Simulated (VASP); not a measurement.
# TiAl2N3 (P6_3mc) in VASP: notebook

TiAl2N3 is run at these levels: PBE; tasks: single point.

All numbers are computed with VASP 6.6.1; they aren't measurements. Logs are shortened: lines on timing, memory, paths and dates and some standing lists are left out, and cuts for length are marked.

## (1) The cell of the first run

It takes space group P6_3mc (No. 186, hexagonal). The conventional cell has a = 3.162 Å, b = 3.162 Å, c = 15.579 Å, α = 90.00°, β = 90.00°, γ = 120.00°. Within 2.6 Å of Ti (site symmetry 3m) lie 4 N at 1.97 to 2.07 Å. Within 2.5 Å of Al (site symmetry 3m) lie 4 N at 1.91 to 1.92 Å. Within 2.5 Å of Al (site symmetry 3m) lie 4 N at 1.91 to 1.93 Å. Within 2.6 Å of N (site symmetry 3m) lie 1 Al at 1.92 Å and 3 Ti at 1.97 Å. N (site symmetry 3m) has 4 Al at 1.91 to 1.93 Å within 2.5 Å. Within 2.5 Å of N (site symmetry 3m) lie 3 Al at 1.91 Å and 1 Ti at 2.07 Å.

## (2) Single point, PBE, collinear spin

The input, INCAR:

```
SYSTEM = TiAl2N3
PREC = Accurate
ENCUT = 600
EDIFF = 1E-6
ISMEAR = 0
SIGMA = 0.1
LREAL = .FALSE.
LASPH = .TRUE.
NELM = 200
ALGO = Normal
ISIF = 2
LWAVE = .FALSE.
LCHARG = .TRUE.
ISPIN = 2
MAGMOM = 1 1 0 0 0 0 0 0 0 0 0 0
LORBIT = 11
LMAXMIX = 4
GGA = PE
LELF = .TRUE.
LVHAR = .TRUE.
NBANDS = 49
GGA_COMPAT = .FALSE.
```

The input, KPOINTS:

```
regular mesh
0
G
  6 6 1
  0 0 0
```

The input, POSCAR:

```
TiAl2N3
1.0
    3.1624347185      0.0000000000      0.0000000000
   -1.5812173592      2.7387488040      0.0000000000
    0.0000000000      0.0000000000     15.5793794865
Ti Al N
2 4 6
Direct
    0.6666666667      0.3333333333      0.8340054278
    0.3333333333      0.6666666667      0.3340054278
    0.6666666667      0.3333333333      0.1629686785
    0.6666666667      0.3333333333      0.5030027999
    0.3333333333      0.6666666667      0.6629686785
    0.3333333333      0.6666666667      1.0030027999
    0.6666666667      0.3333333333      0.2864352645
    0.6666666667      0.3333333333      0.6269318295
    0.6666666667      0.3333333333      0.9666559998
    0.3333333333      0.6666666667      0.1269318295
    0.3333333333      0.6666666667      0.4666559998
    0.3333333333      0.6666666667      0.7864352645
```

Potentials or basis: VASP PAW PBE potentials, release 64 (Ti_sv, Al, N).

The run is started by

```sh
$ cat potpaw_PBE.64/Ti_sv/POTCAR potpaw_PBE.64/Al/POTCAR potpaw_PBE.64/N/POTCAR > POTCAR
$ mpirun -np 1 vasp_std > vasp.out
```

OUTCAR:

```text
SYSTEM = TiAl2N3
   PREC = Accurate
   ENCUT = 600
   EDIFF = 1E-6
   ISMEAR = 0
   LREAL = .FALSE.
   LASPH = .TRUE.
   NELM = 200
   ISIF = 2
   ISPIN = 2
   LORBIT = 11
   GGA = PE

 ion  position               nearest neighbor table
   1  0.667  0.333  0.834-  12 1.97  12 1.97  12 1.97   9 2.07
   2  0.333  0.667  0.334-   7 1.97   7 1.97   7 1.97  11 2.07
   3  0.667  0.333  0.163-  10 1.91  10 1.91  10 1.91   7 1.92   6 3.09   6 3.09   6 3.09
   4  0.667  0.333  0.503-  11 1.91  11 1.91  11 1.91   8 1.93   5 3.09   5 3.09   5 3.09
   5  0.333  0.667  0.663-   8 1.91   8 1.91   8 1.91  12 1.92   4 3.09   4 3.09   4 3.09
   6  0.333  0.667  0.003-   9 1.91   9 1.91   9 1.91  10 1.93   3 3.09   3 3.09   3 3.09
   7  0.667  0.333  0.286-   3 1.92   2 1.97   2 1.97   2 1.97
   8  0.667  0.333  0.627-   5 1.91   5 1.91   5 1.91   4 1.93
   9  0.667  0.333  0.967-   6 1.91   6 1.91   6 1.91   1 2.07
  10  0.333  0.667  0.127-   3 1.91   3 1.91   3 1.91   6 1.93
  11  0.333  0.667  0.467-   4 1.91   4 1.91   4 1.91   2 2.07
  12  0.333  0.667  0.786-   5 1.92   1 1.97   1 1.97   1 1.97

  LATTYP: Found a hexagonal cell.
 ALAT       =     3.1624347185
 C/A-ratio  =     4.9263876960

  Lattice vectors:

 A1 = (   3.1624347185,   0.0000000000,   0.0000000000)
 A2 = (  -1.5812173592,   2.7387488040,   0.0000000000)
 A3 = (   0.0000000000,   0.0000000000,  15.5793794865)

Analysis of symmetry for initial positions (statically):
=====================================================================
 Subroutine PRICEL returns:
 Original cell was already a primitive cell.

 Routine SETGRP: Setting up the symmetry group for a
 hexagonal supercell.

 Subroutine GETGRP returns: Found 12 space group operations
 (whereof  6 operations were pure point group operations)
 out of a pool of 24 trial point group operations.

The static configuration has the point symmetry C_3v.
 The point group associated with its full space group is C_6v.

Analysis of symmetry for dynamics (positions and initial velocities):
=====================================================================
 Subroutine PRICEL returns:
 Original cell was already a primitive cell.

 Routine SETGRP: Setting up the symmetry group for a
 hexagonal supercell.

 Subroutine GETGRP returns: Found 12 space group operations
 (whereof  6 operations were pure point group operations)
 out of a pool of 24 trial point group operations.

The dynamic configuration has the point symmetry C_3v.
 The point group associated with its full space group is C_6v.

Analysis of structural, dynamic, and magnetic symmetry:
=====================================================================
 Subroutine PRICEL returns:
 Original cell was already a primitive cell.

 Routine SETGRP: Setting up the symmetry group for a
 hexagonal supercell.

 Subroutine GETGRP returns: Found 12 space group operations
 (whereof  6 operations were pure point group operations)
 out of a pool of 24 trial point group operations.

The overall configuration has the point symmetry C_3v.
 The point group associated with its full space group is C_6v.

 Subroutine INISYM returns: Found 12 space group operations
 (whereof  6 operations are pure point group operations),
 and found     1 'primitive' translations

----------------------------------------------------------------------------------------

                                     Primitive cell

  volume of cell :     134.9348

  direct lattice vectors                    reciprocal lattice vectors
     3.162434719  0.000000000  0.000000000     0.316212061  0.182565119  0.000000000
    -1.581217359  2.738748804  0.000000000     0.000000000  0.365130237  0.000000000
     0.000000000  0.000000000 15.579379487     0.000000000  0.000000000  0.064187409

  length of vectors
     3.162434719  3.162434718 15.579379487     0.365130237  0.365130237  0.064187409

  position of ions in fractional coordinates (direct lattice)
     0.666666667  0.333333333  0.834005428
     0.333333333  0.666666667  0.334005428
     0.666666667  0.333333333  0.162968679
     0.666666667  0.333333333  0.503002800
[... 73 lines left out ...]
   LSORBIT =      F    spin-orbit coupling
   LASPH  =      T    aspherical Exc in radial PAW
   ENCUT  =  600.0 eV  44.10 Ry    6.64 a.u.   6.32  6.32 31.12*2*pi/ulx,y,z
   NELM   =    200;   NELMIN=  2; NELMDL= -5     # of ELM steps
   EDIFF  = 0.1E-05   stopping-criterion for ELM
   LREAL  =      F    real-space projection
   EDIFFG = 0.1E-04   stopping-criterion for IOM
   NSW    =      0    number of steps for IOM
   IBRION =     -1    ionic relax: 0-MD 1-quasi-New 2-CG
   NFREE  =      0    steps in history (QN), initial steepest desc. (CG)
   ISIF   =      2    stress and relaxation
   ISYM   =      2    0-nonsym 1-usesym 2-fastsym
   POTIM  = 0.5000    time-step for ionic-motion
   TEBEG  =    0.0;   TEEND  =   0.0 temperature during run
   PSTRESS=    0.0 pullay stress
   NELECT =      66.0000    total number of electrons
   NUPDOWN=      -1.0000    fix difference up-down
   EMIN   =  10.00;   EMAX   =-10.00  energy-range for DOS
   EFERMI =   0.00;   METHOD = LEGACY
   ISMEAR =     0;   SIGMA  =   0.10  broadening in eV -4-tet -1-fermi 0-gaus
   EFERMI_NEDOS =   21; number of points for ismear=-14 and -15
   IALGO  =     38    algorithm
   IMIX   =      4    mixing-type and parameters
     AMIX     =   0.40;   BMIX     =  1.00
     AMIX_MAG =   1.60;   BMIX_MAG =  1.00
  volume/ion in A,a.u.               =      11.24        75.88
  Fermi-wavevector in a.u.,A,eV,Ry     =   1.289877  2.437513 22.637124  1.663782
  Thomas-Fermi vector in A             =   2.421743
   LORBIT       =     11    0 simple, 1 ext, 2 COOP (PROOUT), +10 PAW based schemes
   GGA     = PE    functional components
   LHFCALC =     F    Hartree Fock is set to
   AEXX    =    0.0000 exact exchange contribution
   IVDW    =     0    specifies the selected vdW correction
   LEPSILON=     F    determine dielectric tensor
   LRPA    =     F    only Hartree local field effects (RPA)
 spin polarized calculation
 Gauss-broadening in eV      SIGMA  =   0.10
  energy-cutoff  :      600.00
  volume of cell :      134.93
 maximum number of plane-waves:      4507
 NGX is ok and might be reduce to    28
   NGX = 13   NGY = 13   NGZ = 63

 number of electron      65.9999996 magnetization       0.5468030

 Free energy of the ion-electron system (eV)
  ---------------------------------------------------
  ext. energy  EPLUGINS =         0.00000000
  ---------------------------------------------------
  free energy    TOTEN  =       -96.19995147 eV

  energy without entropy =      -96.17809991  energy(sigma->0) =      -96.18902569

 E-fermi :   8.6350     XC(G=0): -11.0226

 val. band max:        8.5801202773   @ k =   0.3333  -0.0000   0.0000
 cond. band min:       8.6802840319   @ k =   0.3333   0.1667   0.0000
 fundamental gap:      0.1001637546
 Fermi energy:         8.6349530641

 spin component 1

 k-point     1 :       0.0000    0.0000    0.0000
  band No.  band energies     occupation
      1     -49.2722      1.00000
      2     -49.2722      1.00000
      3     -25.6595      1.00000
      4     -25.6595      1.00000
      5     -25.3898      1.00000
      6     -25.3898      1.00000
[... 325 lines left out ...]
     44      12.4575      0.00000
     45      13.7378      0.00000
 Fermi energy:         8.6349530641

 spin component 2

 k-point     1 :       0.0000    0.0000    0.0000
  band No.  band energies     occupation
      1     -49.1005      1.00000
      2     -49.1005      1.00000
      3     -25.5052      1.00000
      4     -25.5052      1.00000
      5     -25.2089      1.00000
      6     -25.2089      1.00000
[... 325 lines left out ...]
     44      12.5034      0.00000
     45      13.7654      0.00000
 [bands above 45 left out]

------------------------ aborting loop because EDIFF is reached ----------------------------------------

  FORCE on cell =-STRESS in cart. coord.  units (eV):
  Direction    XX          YY          ZZ          XY          YZ          ZX
  --------------------------------------------------------------------------------------
  -------------------------------------------------------------------------------------
  Total       -0.1777105     -0.1777105     -0.1081488     -0.0000000     -0.0000000     -0.0000000
  in kB       -2.1100843     -2.1100843     -1.2841277     -0.0000000     -0.0000000     -0.0000000
  external PRESSURE =      -1.8347655 kB  Pullay stress =       0.0000000 kB

 VOLUME and BASIS-vectors are now :
 -----------------------------------------------------------------------------
  energy-cutoff  :      600.00
  volume of cell :      134.93
      direct lattice vectors                 reciprocal lattice vectors
     3.162434719  0.000000000  0.000000000     0.316212061  0.182565119  0.000000000
    -1.581217359  2.738748804  0.000000000     0.000000000  0.365130237  0.000000000
     0.000000000  0.000000000 15.579379487     0.000000000  0.000000000  0.064187409

 POSITION                                       TOTAL-FORCE (eV/Angst)
 -----------------------------------------------------------------------------------
      1.58122      0.91292     12.99329         0.000000     -0.000000      0.020924
     -0.00000      1.82583      5.20360        -0.000000      0.000000      0.020924
      1.58122      0.91292      2.53895         0.000000      0.000000      0.007466
      1.58122      0.91292      7.83647         0.000000     -0.000000     -0.010689
     -0.00000      1.82583     10.32864         0.000000     -0.000000      0.007466
     -0.00000      1.82583      0.04678         0.000000     -0.000000     -0.010689
      1.58122      0.91292      4.46248        -0.000000     -0.000000     -0.042367
      1.58122      0.91292      9.76721         0.000000     -0.000000     -0.002193
      1.58122      0.91292     15.05990         0.000000     -0.000000      0.026859
     -0.00000      1.82583      1.97752        -0.000000     -0.000000     -0.002193
     -0.00000      1.82583      7.27021        -0.000000      0.000000      0.026859
     -0.00000      1.82583     12.25217        -0.000000     -0.000000     -0.042367
 -----------------------------------------------------------------------------------
    total drift:                                0.000000     -0.000000     -0.000322

  FREE ENERGIE OF THE ION-ELECTRON SYSTEM (eV)
  ---------------------------------------------------
  free  energy   TOTEN  =       -96.1999514651 eV

  energy  without entropy=      -96.1780999092  energy(sigma->0) =      -96.18902569

 total charge

# of ion       s       p       d       tot
------------------------------------------
    1        2.222   6.223   1.963  10.408
    2        2.222   6.223   1.963  10.408
    3        0.361   0.415   0.000   0.776
    4        0.363   0.421   0.000   0.784
    5        0.361   0.415   0.000   0.776
    6        0.363   0.421   0.000   0.784
    7        1.255   2.534   0.000   3.789
    8        1.221   2.600   0.000   3.821
    9        1.225   2.565   0.000   3.790
   10        1.221   2.600   0.000   3.821
   11        1.225   2.565   0.000   3.790
   12        1.255   2.534   0.000   3.789
--------------------------------------------------
tot         13.294  29.516   3.926  46.736

 magnetization (x)

# of ion       s       p       d       tot
------------------------------------------
    1        0.002   0.011   0.170   0.182
    2        0.002   0.011   0.170   0.182
    3       -0.000  -0.000   0.000  -0.000
    4        0.001   0.001   0.000   0.002
    5       -0.000  -0.000   0.000  -0.000
    6        0.001   0.001   0.000   0.002
    7       -0.000  -0.009   0.000  -0.009
    8        0.000   0.005   0.000   0.005
    9       -0.000   0.001   0.000   0.001
   10        0.000   0.005   0.000   0.005
   11       -0.000   0.001   0.000   0.001
   12       -0.000  -0.009   0.000  -0.009
--------------------------------------------------
tot          0.006   0.016   0.339   0.361
```

Run time: 7.8 min. Hardware: 1 thread of Oxide Virtual Turin-like, shared host; peak memory 0.39 GiB.

Results:

* Free energy: -96.2000 eV
* Pressure: -0.2 GPa
* Largest force: 0.042 eV/Å
* Net moment: 0.55 μB per cell
* Site moments: Ti +0.18; Al -0.00, +0.00 (each value once); N -0.01, +0.01, +0.00 (each value once) μB
* Valence electrons inside the program's atomic spheres: Ti 10.41; Al 0.78; N 3.79, 3.82 (each value once)

Forces on the atoms (eV/Å):
```
Ti   0.000  0.000  0.021
Ti   0.000  0.000  0.021
Al   0.000  0.000  0.007
Al   0.000  0.000 -0.011
Al   0.000  0.000  0.007
Al   0.000  0.000 -0.011
N    0.000  0.000 -0.042
N    0.000  0.000 -0.002
N    0.000  0.000  0.027
N    0.000  0.000 -0.002
N    0.000  0.000  0.027
N    0.000  0.000 -0.042
```

Caveat: the k points lie up to 0.40 Å⁻¹ apart; a moment this small can come from the mesh or the smearing.

(Continued in part 2 of 2.)
